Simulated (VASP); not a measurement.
# SiC (F-43m) in VASP: single point with PBE

Aim: the single point of SiC with PBE.

Program: VASP 6.6.1. These are calculated values, not measurements. Logs are shortened: lines on timing, memory, paths and dates and some standing lists are left out, and cuts for length are marked.

### 1 The cell of the first run

Symmetry: F-43m, No. 216, cubic system. Conventional cell: a = 4.401 Å, b = 4.401 Å, c = 4.401 Å, α = 90.00°, β = 90.00°, γ = 90.00°. Within 2.5 Å of Si (site symmetry -43m) lie 4 C at 1.91 Å. Within 2.5 Å of C (site symmetry -43m) lie 4 Si at 1.91 Å.

### 2 Single point, PBE

Input file INCAR:

```
  PREC = Accurate
  ENCUT = 600
  EDIFF = 1E-6
  ISMEAR = 0
  SIGMA = 0.01
  LREAL = False
  LASPH = True
  NELM = 120
  ALGO = Normal
  ISIF = 2
  LWAVE = False
  LCHARG = False
  GGA = PE
  NBANDS = 11
  GGA_COMPAT = False
```

Input file KPOINTS:

```
Automatic mesh
0
Gamma
  4 4 4
```

Input file POSCAR:

```
SiC
1.0
    0.0000000000      2.2005756606      2.2005756606
    2.2005756606      0.0000000000      2.2005756606
    2.2005756606      2.2005756606      0.0000000000
Si C
1 1
Direct
    0.0000000000      0.0000000000      0.0000000000
    0.2500000000      0.2500000000      0.2500000000
```

Potentials or basis: VASP PAW PBE potentials, release 64 (Si, C).

On the command line:

```
cat potpaw_PBE.64/Si/POTCAR potpaw_PBE.64/C/POTCAR > POTCAR
mpirun -np 1 vasp_std > vasp.out
```

OUTCAR:

```text
PREC = Accurate
   ENCUT = 600
   EDIFF = 1E-6
   ISMEAR = 0
   LREAL = False
   LASPH = True
   NELM = 120
   ISIF = 2
   GGA = PE

 ion  position               nearest neighbor table
   1  0.000  0.000  0.000-   2 1.91   2 1.91   2 1.91   2 1.91
   2  0.250  0.250  0.250-   1 1.91   1 1.91   1 1.91   1 1.91

  LATTYP: Found a face centered cubic cell.
 ALAT       =     4.4011513212

  Lattice vectors:

 A1 = (   0.0000000000,   2.2005756606,   2.2005756606)
 A2 = (   2.2005756606,   0.0000000000,   2.2005756606)
 A3 = (   2.2005756606,   2.2005756606,   0.0000000000)

Analysis of symmetry for initial positions (statically):
=====================================================================
 Subroutine PRICEL returns:
 Original cell was already a primitive cell.

 Routine SETGRP: Setting up the symmetry group for a
 face centered cubic supercell.

 Subroutine GETGRP returns: Found 24 space group operations
 (whereof 24 operations were pure point group operations)
 out of a pool of 48 trial point group operations.

The static configuration has the point symmetry T_d .

Analysis of symmetry for dynamics (positions and initial velocities):
=====================================================================
 Subroutine PRICEL returns:
 Original cell was already a primitive cell.

 Routine SETGRP: Setting up the symmetry group for a
 face centered cubic supercell.

 Subroutine GETGRP returns: Found 24 space group operations
 (whereof 24 operations were pure point group operations)
 out of a pool of 48 trial point group operations.

The dynamic configuration has the point symmetry T_d .

 Subroutine INISYM returns: Found 24 space group operations
 (whereof 24 operations are pure point group operations),
 and found     1 'primitive' translations

----------------------------------------------------------------------------------------

                                     Primitive cell

  volume of cell :      21.3127

  direct lattice vectors                    reciprocal lattice vectors
     0.000000000  2.200575661  2.200575661    -0.227213274  0.227213274  0.227213274
     2.200575661  0.000000000  2.200575661     0.227213274 -0.227213274  0.227213274
     2.200575661  2.200575661  0.000000000     0.227213274  0.227213274 -0.227213274

  length of vectors
     3.112083944  3.112083944  3.112083944     0.393544934  0.393544934  0.393544934

  position of ions in fractional coordinates (direct lattice)
     0.000000000  0.000000000  0.000000000
     0.250000000  0.250000000  0.250000000

  ion indices of the primitive-cell ions
   primitive index   ion index
                 1           1
                 2           2

----------------------------------------------------------------------------------------

 KPOINTS: Automatic mesh

Automatic generation of k-mesh.
 Grid dimensions read from file:
 generate k-points for:    4    4    4

 Generating k-lattice:

  Cartesian coordinates                     Fractional coordinates (reciprocal lattice)
    -0.056803318  0.056803318  0.056803318     0.250000000  0.000000000  0.000000000
     0.056803318 -0.056803318  0.056803318     0.000000000  0.250000000  0.000000000
     0.056803318  0.056803318 -0.056803318     0.000000000  0.000000000  0.250000000

  Length of vectors
     0.098386234  0.098386234  0.098386234

  Shift w.r.t. Gamma in fractional coordinates (k-lattice)
     0.000000000  0.000000000  0.000000000

 Subroutine IBZKPT returns following result:
 ===========================================

 Found      8 irreducible k-points:

 Following reciprocal coordinates:
            Coordinates               Weight
  0.000000  0.000000  0.000000      1.000000
  0.250000  0.000000  0.000000      8.000000
  0.500000  0.000000  0.000000      4.000000
  0.250000  0.250000  0.000000      6.000000
  0.500000  0.250000  0.000000     24.000000
 -0.250000  0.250000  0.000000     12.000000
  0.500000  0.500000  0.000000      3.000000
 -0.250000  0.500000  0.250000      6.000000
   k-points           NKPTS =      8   k-points in BZ     NKDIM =      8   number of bands    NBANDS=     11
   number of dos      NEDOS =    301   number of ions     NIONS =      2
   total plane-waves  NPLWV =  21952
   dimension x,y,z NGX =    28 NGY =   28 NGZ =   28
   dimension x,y,z NGXF=    56 NGYF=   56 NGZF=   56
   ions per type =               1   1
   NGX,Y,Z   is equivalent  to a cutoff of  14.96, 14.96, 14.96 a.u.
   NGXF,Y,Z  is equivalent  to a cutoff of  29.91, 29.91, 29.91 a.u.
 SYSTEM =  unknown system
   PREC   = accura    normal or accurate (medium, high low for compatibility)
   ISTART =      0    job   : 0-new  1-cont  2-samecut
   ICHARG =      2    charge: 1-file 2-atom 10-const
   ISPIN  =      1    spin polarized calculation?
   LNONCOLLINEAR =      F non collinear calculations
   LSORBIT =      F    spin-orbit coupling
   LASPH  =      T    aspherical Exc in radial PAW
   ENCUT  =  600.0 eV  44.10 Ry    6.64 a.u.   6.22  6.22  6.22*2*pi/ulx,y,z
   NELM   =    120;   NELMIN=  2; NELMDL= -5     # of ELM steps
   EDIFF  = 0.1E-05   stopping-criterion for ELM
   LREAL  =      F    real-space projection
   EDIFFG = 0.1E-04   stopping-criterion for IOM
   NSW    =      0    number of steps for IOM
   IBRION =     -1    ionic relax: 0-MD 1-quasi-New 2-CG
   NFREE  =      0    steps in history (QN), initial steepest desc. (CG)
   ISIF   =      2    stress and relaxation
   ISYM   =      2    0-nonsym 1-usesym 2-fastsym
   POTIM  = 0.5000    time-step for ionic-motion
   TEBEG  =    0.0;   TEEND  =   0.0 temperature during run
   PSTRESS=    0.0 pullay stress
   NELECT =       8.0000    total number of electrons
   NUPDOWN=      -1.0000    fix difference up-down
   EMIN   =  10.00;   EMAX   =-10.00  energy-range for DOS
   EFERMI =   0.00;   METHOD = LEGACY
   ISMEAR =     0;   SIGMA  =   0.01  broadening in eV -4-tet -1-fermi 0-gaus
   EFERMI_NEDOS =   21; number of points for ismear=-14 and -15
   IALGO  =     38    algorithm
   IMIX   =      4    mixing-type and parameters
     AMIX     =   0.40;   BMIX     =  1.00
     AMIX_MAG =   1.60;   BMIX_MAG =  1.00
  volume/ion in A,a.u.               =      10.66        71.91
  Fermi-wavevector in a.u.,A,eV,Ry     =   1.180933  2.231639 18.974716  1.394602
  Thomas-Fermi vector in A             =   2.317216
   LORBIT       =      0    0 simple, 1 ext, 2 COOP (PROOUT), +10 PAW based schemes
   GGA     = PE    functional components
   LHFCALC =     F    Hartree Fock is set to
   AEXX    =    0.0000 exact exchange contribution
   IVDW    =     0    specifies the selected vdW correction
   LEPSILON=     F    determine dielectric tensor
   LRPA    =     F    only Hartree local field effects (RPA)
 non-spin polarized calculation
 Gauss-broadening in eV      SIGMA  =   0.01
  energy-cutoff  :      600.00
  volume of cell :       21.31
 maximum number of plane-waves:       725
 NGX is ok and might be reduce to    28
   NGX = 13   NGY = 13   NGZ = 13

 number of electron       8.0000000 magnetization

 Free energy of the ion-electron system (eV)
  ---------------------------------------------------
  ext. energy  EPLUGINS =         0.00000000
  ---------------------------------------------------
  free energy    TOTEN  =       -14.93484534 eV

  energy without entropy =      -14.93484534  energy(sigma->0) =      -14.93484534

 E-fermi :   7.9118     XC(G=0): -11.2118

 val. band max:        7.8358863632   @ k =   0.0000   0.0000   0.0000
 cond. band min:       9.1735217129   @ k =   0.5000   0.5000   0.0000
 fundamental gap:      1.3376353496
 Fermi energy:         7.9118100880

 k-point     1 :       0.0000    0.0000    0.0000
  band No.  band energies     occupation
      1      -7.3629      2.00000
      2       7.8359      2.00000
      3       7.8359      2.00000
      4       7.8359      2.00000
      5      13.7143      0.00000
      6      14.8917      0.00000
      7      14.8917      0.00000
      8      14.8917      0.00000
      9      22.1225      0.00000
     10      22.1225      0.00000
     11      23.8209      0.00000

 k-point     2 :       0.2500    0.0000    0.0000
  band No.  band energies     occupation
      1      -6.1942      2.00000
      2       3.5775      2.00000
      3       7.2296      2.00000
      4       7.2296      2.00000
      5      13.5335      0.00000
      6      15.5142      0.00000
      7      15.5142      0.00000
      8      16.9170      0.00000
      9      20.7478      0.00000
     10      20.7478      0.00000
     11      22.6820      0.00000

 k-point     3 :       0.5000    0.0000    0.0000
  band No.  band energies     occupation
      1      -3.8937      2.00000
      2      -0.5713      2.00000
      3       6.7846      2.00000
      4       6.7846      2.00000
      5      12.9744      0.00000
      6      14.8944      0.00000
      7      14.8944      0.00000
      8      17.7058      0.00000
      9      23.6648      0.00000
     10      24.7222      0.00000
     11      24.7222      0.00000

 k-point     4 :       0.2500    0.2500    0.0000
  band No.  band energies     occupation
      1      -5.8006      2.00000
      2       4.4761      2.00000
      3       5.9249      2.00000
      4       5.9249      2.00000
      5      11.7537      0.00000
      6      14.0052      0.00000
      7      18.1173      0.00000
      8      18.1173      0.00000
      9      19.0292      0.00000
     10      23.8965      0.00000
     11      27.9494      0.00000

 k-point     5 :       0.5000    0.2500    0.0000
  band No.  band energies     occupation
      1      -3.5094      2.00000
      2       0.8421      2.00000
      3       3.9247      2.00000
      4       5.5530      2.00000
      5      11.4771      0.00000
      6      15.6010      0.00000
      7      18.0040      0.00000
      8      18.0787      0.00000
      9      21.4709      0.00000
     10      25.0339      0.00000
     11      27.6240      0.00000

 k-point     6 :      -0.2500    0.2500    0.0000
  band No.  band energies     occupation
      1      -4.4100      2.00000
      2       1.9375      2.00000
      3       3.5580      2.00000
      4       6.6569      2.00000
      5      13.2208      0.00000
      6      16.3334      0.00000
      7      16.6416      0.00000
      8      17.4043      0.00000
      9      19.9171      0.00000
     10      22.9470      0.00000
     11      27.2077      0.00000

 k-point     7 :       0.5000    0.5000    0.0000
  band No.  band energies     occupation
      1      -2.4651      2.00000
      2       0.1016      2.00000
      3       4.6904      2.00000
      4       4.6904      2.00000
      5       9.1735      0.00000
      6      12.0136      0.00000
      7      21.5044      0.00000
      8      21.5044      0.00000
      9      22.2394      0.00000
     10      27.5959      0.00000
     11      29.5474      0.00000

 k-point     8 :      -0.2500    0.5000    0.2500
  band No.  band energies     occupation
      1      -2.2458      2.00000
      2       0.8260      2.00000
      3       2.9583      2.00000
      4       3.2326      2.00000
      5      12.9784      0.00000
      6      16.9604      0.00000
      7      16.9984      0.00000
      8      17.4374      0.00000
      9      21.6938      0.00000
     10      24.9469      0.00000
     11      28.3518      0.00000

------------------------ aborting loop because EDIFF is reached ----------------------------------------

  FORCE on cell =-STRESS in cart. coord.  units (eV):
  Direction    XX          YY          ZZ          XY          YZ          ZX
  --------------------------------------------------------------------------------------
  -------------------------------------------------------------------------------------
  Total       -0.3784370     -0.3784370     -0.3784370     -0.0000000     -0.0000000      0.0000000
  in kB      -28.4488840    -28.4488840    -28.4488840     -0.0000000     -0.0000000      0.0000000
  external PRESSURE =     -28.4488840 kB  Pullay stress =       0.0000000 kB

 VOLUME and BASIS-vectors are now :
 -----------------------------------------------------------------------------
  energy-cutoff  :      600.00
  volume of cell :       21.31
      direct lattice vectors                 reciprocal lattice vectors
     0.000000000  2.200575661  2.200575661    -0.227213274  0.227213274  0.227213274
     2.200575661  0.000000000  2.200575661     0.227213274 -0.227213274  0.227213274
     2.200575661  2.200575661  0.000000000     0.227213274  0.227213274 -0.227213274

 POSITION                                       TOTAL-FORCE (eV/Angst)
 -----------------------------------------------------------------------------------
      0.00000      0.00000      0.00000        -0.000000      0.000000      0.000000
      1.10029      1.10029      1.10029         0.000000     -0.000000     -0.000000
 -----------------------------------------------------------------------------------
    total drift:                               -0.000000     -0.000000     -0.000000

  FREE ENERGIE OF THE ION-ELECTRON SYSTEM (eV)
  ---------------------------------------------------
  free  energy   TOTEN  =       -14.9348453414 eV

  energy  without entropy=      -14.9348453414  energy(sigma->0) =      -14.93484534
```

It took 4.3 s on 1 thread of Intel Xeon Platinum 8488C (Sapphire Rapids), shared host; peak memory 0.14 GiB.

What came out:

```yaml
Free_energy: -14.9348 eV
Pressure: -2.8 GPa
Band_gap_on_the_k_mesh: 1.34 eV, indirect (least direct gap 4.48 eV)
```

Caveat: the k points lie up to 0.62 Å⁻¹ apart.
